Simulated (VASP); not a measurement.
# Si (Fm-3m) in VASP: further runs

Runs on Si. Level: LDA. Tasks: single point.

Program: VASP 6.6.1. These are calculated values, not measurements. Logs are shortened: lines on timing, memory, paths and dates and some standing lists are left out, and cuts for length are marked.

## 1. The cell of the first run

It takes space group Fm-3m (No. 225, cubic). Conventional cell: a = 3.822 Å, b = 3.822 Å, c = 3.822 Å, α = 90.00°, β = 90.00°, γ = 90.00°. Within 3.6 Å of Si (site symmetry m-3m) lie 12 Si at 2.70 Å.

## 2. Single point, LDA

Contents of INCAR:

```
PREC = Accurate
ENCUT = 520
EDIFF = 1E-6
ISMEAR = 0
SIGMA = 0.15
LREAL = F
LASPH = T
NELM = 100
ALGO = Normal
ISIF = 2
LWAVE = F
LCHARG = F
NBANDS = 8
```

Contents of KPOINTS:

```
Automatic mesh
0
Gamma
  22 22 22
```

Contents of POSCAR:

```
Si
1.0
    0.0000000000      1.9108305409      1.9108305409
    1.9108305409      0.0000000000      1.9108305409
    1.9108305409      1.9108305409      0.0000000000
Si
1
Direct
    0.0000000000      0.0000000000      0.0000000000
```

Potentials or basis: VASP PAW LDA potentials, release 64 (Si).

Run with:

```
cat potpaw_LDA.64/Si/POTCAR > POTCAR
mpirun -np 1 vasp_std > vasp.out
```

OUTCAR:

```text
PREC = Accurate
   ENCUT = 520
   EDIFF = 1E-6
   ISMEAR = 0
   LREAL = F
   LASPH = T
   NELM = 100
   ISIF = 2

 ion  position               nearest neighbor table
   1  0.000  0.000  0.000-

  LATTYP: Found a face centered cubic cell.
 ALAT       =     3.8216610818

  Lattice vectors:

 A1 = (   0.0000000000,   1.9108305409,   1.9108305409)
 A2 = (   1.9108305409,   0.0000000000,   1.9108305409)
 A3 = (   1.9108305409,   1.9108305409,   0.0000000000)

Analysis of symmetry for initial positions (statically):
=====================================================================
 Subroutine PRICEL returns:
 Original cell was already a primitive cell.

 Routine SETGRP: Setting up the symmetry group for a
 face centered cubic supercell.

 Subroutine GETGRP returns: Found 48 space group operations
 (whereof 48 operations were pure point group operations)
 out of a pool of 48 trial point group operations.

The static configuration has the point symmetry O_h .

Analysis of symmetry for dynamics (positions and initial velocities):
=====================================================================
 Subroutine PRICEL returns:
 Original cell was already a primitive cell.

 Routine SETGRP: Setting up the symmetry group for a
 face centered cubic supercell.

 Subroutine GETGRP returns: Found 48 space group operations
 (whereof 48 operations were pure point group operations)
 out of a pool of 48 trial point group operations.

The dynamic configuration has the point symmetry O_h .

 Subroutine INISYM returns: Found 48 space group operations
 (whereof 48 operations are pure point group operations),
 and found     1 'primitive' translations

----------------------------------------------------------------------------------------

                                     Primitive cell

  volume of cell :      13.9539

  direct lattice vectors                    reciprocal lattice vectors
     0.000000000  1.910830541  1.910830541    -0.261666322  0.261666322  0.261666322
     1.910830541  0.000000000  1.910830541     0.261666322 -0.261666322  0.261666322
     1.910830541  1.910830541  0.000000000     0.261666322  0.261666322 -0.261666322

  length of vectors
     2.702322466  2.702322466  2.702322466     0.453219365  0.453219365  0.453219365

  position of ions in fractional coordinates (direct lattice)
     0.000000000  0.000000000  0.000000000

  ion indices of the primitive-cell ions
   primitive index   ion index
                 1           1

----------------------------------------------------------------------------------------

 KPOINTS: Automatic mesh

Automatic generation of k-mesh.
 Grid dimensions read from file:
 generate k-points for:   22   22   22

 Generating k-lattice:

  Cartesian coordinates                     Fractional coordinates (reciprocal lattice)
    -0.011893924  0.011893924  0.011893924     0.045454545  0.000000000  0.000000000
     0.011893924 -0.011893924  0.011893924     0.000000000  0.045454545  0.000000000
     0.011893924  0.011893924 -0.011893924     0.000000000  0.000000000  0.045454545

  Length of vectors
     0.020600880  0.020600880  0.020600880

  Shift w.r.t. Gamma in fractional coordinates (k-lattice)
     0.000000000  0.000000000  0.000000000

 Subroutine IBZKPT returns following result:
 ===========================================

 Found    328 irreducible k-points:

 Following reciprocal coordinates:
            Coordinates               Weight
  0.000000  0.000000  0.000000      1.000000
  0.045455  0.000000  0.000000      8.000000
  0.090909  0.000000  0.000000      8.000000
  0.136364  0.000000  0.000000      8.000000
  0.181818  0.000000  0.000000      8.000000
  0.227273  0.000000  0.000000      8.000000
[... 16 lines left out ...]
  0.500000  0.045455  0.000000     24.000000
 -0.454545  0.045455  0.000000     24.000000
 [... further k-points ...]
   k-points           NKPTS =    328   k-points in BZ     NKDIM =    328   number of bands    NBANDS=      8
   number of dos      NEDOS =    301   number of ions     NIONS =      1
   total plane-waves  NPLWV =   8000
   dimension x,y,z NGX =    20 NGY =   20 NGZ =   20
   dimension x,y,z NGXF=    40 NGYF=   40 NGZF=   40
   ions per type =               1
   NGX,Y,Z   is equivalent  to a cutoff of  12.30, 12.30, 12.30 a.u.
   NGXF,Y,Z  is equivalent  to a cutoff of  24.61, 24.61, 24.61 a.u.
 SYSTEM =  unknown system
   PREC   = accura    normal or accurate (medium, high low for compatibility)
   ISTART =      0    job   : 0-new  1-cont  2-samecut
   ICHARG =      2    charge: 1-file 2-atom 10-const
   ISPIN  =      1    spin polarized calculation?
   LNONCOLLINEAR =      F non collinear calculations
   LSORBIT =      F    spin-orbit coupling
   LASPH  =      T    aspherical Exc in radial PAW
   ENCUT  =  520.0 eV  38.22 Ry    6.18 a.u.   5.02  5.02  5.02*2*pi/ulx,y,z
   NELM   =    100;   NELMIN=  2; NELMDL= -5     # of ELM steps
   EDIFF  = 0.1E-05   stopping-criterion for ELM
   LREAL  =      F    real-space projection
   EDIFFG = 0.1E-04   stopping-criterion for IOM
   NSW    =      0    number of steps for IOM
   IBRION =     -1    ionic relax: 0-MD 1-quasi-New 2-CG
   NFREE  =      0    steps in history (QN), initial steepest desc. (CG)
   ISIF   =      2    stress and relaxation
   ISYM   =      2    0-nonsym 1-usesym 2-fastsym
   POTIM  = 0.5000    time-step for ionic-motion
   TEBEG  =    0.0;   TEEND  =   0.0 temperature during run
   PSTRESS=    0.0 pullay stress
   NELECT =       4.0000    total number of electrons
   NUPDOWN=      -1.0000    fix difference up-down
   EMIN   =  10.00;   EMAX   =-10.00  energy-range for DOS
   EFERMI =   0.00;   METHOD = LEGACY
   ISMEAR =     0;   SIGMA  =   0.15  broadening in eV -4-tet -1-fermi 0-gaus
   EFERMI_NEDOS =   21; number of points for ismear=-14 and -15
   IALGO  =     38    algorithm
   IMIX   =      4    mixing-type and parameters
     AMIX     =   0.40;   BMIX     =  1.00
     AMIX_MAG =   1.60;   BMIX_MAG =  1.00
  volume/ion in A,a.u.               =      13.95        94.17
  Fermi-wavevector in a.u.,A,eV,Ry     =   1.079434  2.039834 15.853198  1.165177
  Thomas-Fermi vector in A             =   2.215399
   LORBIT       =      0    0 simple, 1 ext, 2 COOP (PROOUT), +10 PAW based schemes
   GGA     = CA    functional components
   LHFCALC =     F    Hartree Fock is set to
   AEXX    =    0.0000 exact exchange contribution
   IVDW    =     0    specifies the selected vdW correction
   LEPSILON=     F    determine dielectric tensor
   LRPA    =     F    only Hartree local field effects (RPA)
 non-spin polarized calculation
 Gauss-broadening in eV      SIGMA  =   0.15
  energy-cutoff  :      520.00
  volume of cell :       13.95
 maximum number of plane-waves:       388
   NGX =  9   NGY =  9   NGZ =  9

 number of electron       4.0000000 magnetization

 Free energy of the ion-electron system (eV)
  ---------------------------------------------------
  ext. energy  EPLUGINS =         0.00000000
  ---------------------------------------------------
  free energy    TOTEN  =        -5.51188480 eV

  energy without entropy =       -5.50726678  energy(sigma->0) =       -5.50957579

 E-fermi :  10.6139     XC(G=0): -11.4117

 val. band max:       10.5979216276   @ k =  -0.4091   0.3636   0.1364
 cond. band min:      10.6296657315   @ k =  -0.3182   0.2727   0.0455
 fundamental gap:      0.0317441039
 Fermi energy:        10.6138831052

 k-point     1 :       0.0000    0.0000    0.0000
  band No.  band energies     occupation
      1      -4.1146      2.00000
      2      22.0223      0.00000
      3      22.0223      0.00000
      4      22.0223      0.00000
      5      22.6702      0.00000
      6      22.6702      0.00000
      7      22.6702      0.00000
      8      28.2594      0.00000

 k-point     2 :       0.0455    0.0000    0.0000
  band No.  band energies     occupation
      1      -4.0531      2.00000
      2      20.6435      0.00000
      3      21.5740      0.00000
      4      21.5740      0.00000
      5      23.1957      0.00000
      6      23.1957      0.00000
      7      23.5187      0.00000
      8      28.7643      0.00000

 k-point     3 :       0.0909    0.0000    0.0000
  band No.  band energies     occupation
      1      -3.8687      2.00000
      2      18.7476      0.00000
      3      20.9922      0.00000
      4      20.9922      0.00000
      5      23.9855      0.00000
      6      23.9855      0.00000
      7      24.0122      0.00000
      8      28.5900      0.00000

 k-point     4 :       0.1364    0.0000    0.0000
  band No.  band energies     occupation
      1      -3.5618      2.00000
      2      16.7699      0.00000
      3      20.4856      0.00000
      4      20.4856      0.00000
      5      24.1347      0.00000
      6      24.7138      0.00000
      7      24.7138      0.00000
      8      27.9118      0.00000

 k-point     5 :       0.1818    0.0000    0.0000
  band No.  band energies     occupation
      1      -3.1329      2.00000
      2      14.8012      0.00000
      3      20.0715      0.00000
      4      20.0715      0.00000
      5      24.1058      0.00000
      6      24.9909      0.00000
      7      24.9909      0.00000
      8      27.7552      0.00000
[... 177 lines left out ...]
 k-point    22 :       0.4545    0.0455    0.0000
  band No.  band energies     occupation
      1       1.5914      2.00000
      2       5.1140      2.00000
      3      18.7043      0.00000
      4      19.0105      0.00000
      5      21.2745      0.00000
      6      22.5248      0.00000
      7      24.6296      0.00000
      8      27.5160      0.00000

 k-point    23 :       0.5000    0.0455    0.0000
  band No.  band energies     occupation
      1       2.7438      2.00000
      2       3.7790      2.00000
      3      18.7254      0.00000
      4      18.9209      0.00000
      5      21.3888      0.00000
      6      22.1439      0.00000
      7      24.6513      0.00000
      8      27.3239      0.00000

 k-point    24 :      -0.4545    0.0455    0.0000
  band No.  band energies     occupation
      1       2.3658      2.00000
      2       4.1936      2.00000
      3      18.4670      0.00000
      4      19.1923      0.00000
      5      21.6832      0.00000
      6      21.9122      0.00000
      7      24.6096      0.00000
      8      27.3918      0.00000

 [... further k-points ...]
[... 5 lines left out ...]
  --------------------------------------------------------------------------------------
  -------------------------------------------------------------------------------------
  Total       -0.0245491     -0.0245491     -0.0245491     -0.0000000      0.0000000      0.0000000
  in kB       -2.8187043     -2.8187043     -2.8187043     -0.0000000      0.0000000      0.0000000
  external PRESSURE =      -2.8187043 kB  Pullay stress =       0.0000000 kB

 VOLUME and BASIS-vectors are now :
 -----------------------------------------------------------------------------
  energy-cutoff  :      520.00
  volume of cell :       13.95
      direct lattice vectors                 reciprocal lattice vectors
     0.000000000  1.910830541  1.910830541    -0.261666322  0.261666322  0.261666322
     1.910830541  0.000000000  1.910830541     0.261666322 -0.261666322  0.261666322
     1.910830541  1.910830541  0.000000000     0.261666322  0.261666322 -0.261666322

 POSITION                                       TOTAL-FORCE (eV/Angst)
 -----------------------------------------------------------------------------------
      0.00000      0.00000      0.00000        -0.000000      0.000000      0.000000
 -----------------------------------------------------------------------------------
    total drift:                               -0.000000     -0.000000     -0.000000

  FREE ENERGIE OF THE ION-ELECTRON SYSTEM (eV)
  ---------------------------------------------------
  free  energy   TOTEN  =        -5.5118848007 eV

  energy  without entropy=       -5.5072667828  energy(sigma->0) =       -5.50957579
```

It took 42 s on 1 thread of AMD EPYC 7R13, shared host; peak memory 0.1 GiB.

Results:

```
Free energy            : -5.5119 eV
Pressure               : -0.3 GPa
Band gap on the k mesh : zero (band 2 reaches 22.02 eV, above the bottom of band 3 at 7.60 eV)
```

## 3. Single point, LDA

Contents of INCAR:

```
SYSTEM = Si
ALGO = Normal
EDIFF = 1E-7
ENCUT = 520
ISIF = 2
ISMEAR = 0
LASPH = .True.
LCHARG = .False.
LREAL = .False.
LWAVE = .False.
NBANDS = 8
NELM = 100
PREC = Accurate
SIGMA = 0.15
```

Contents of KPOINTS:

```
k-points
0
Gamma
  24 24 24
  0 0 0
```

POSCAR is that of step 2.

Potentials or basis: VASP PAW LDA potentials, release 64 (Si).

Run with:

```
cat potpaw_LDA.64/Si/POTCAR > POTCAR
mpirun -np 1 vasp_std > vasp.out
```

It took 74 s on 1 thread of AMD EPYC 7R13, shared host; peak memory 0.11 GiB.

The run converged. Its results:

| Quantity | Value |
| --- | --- |
| Free energy | -5.5108 eV |
| Pressure | -0.2 GPa |
| Band gap on the k mesh | zero (band 2 reaches 22.02 eV, above the bottom of band 3 at 7.46 eV) |

Levels at points of the mesh, in eV from the Fermi level:
```csv
k point,band 1,band 2,band 3,band 4,band 5,band 6
"(0.00, 0.00, 0.00)",-14.76,11.38,11.38,11.38,12.03,12.03
"(0.50, 0.00, 0.00)",-7.72,-7.16,8.74,8.74,10.93,10.93
"(0.50, 0.50, 0.00)",-5.52,-4.56,3.24,3.24,4.37,6.96
```
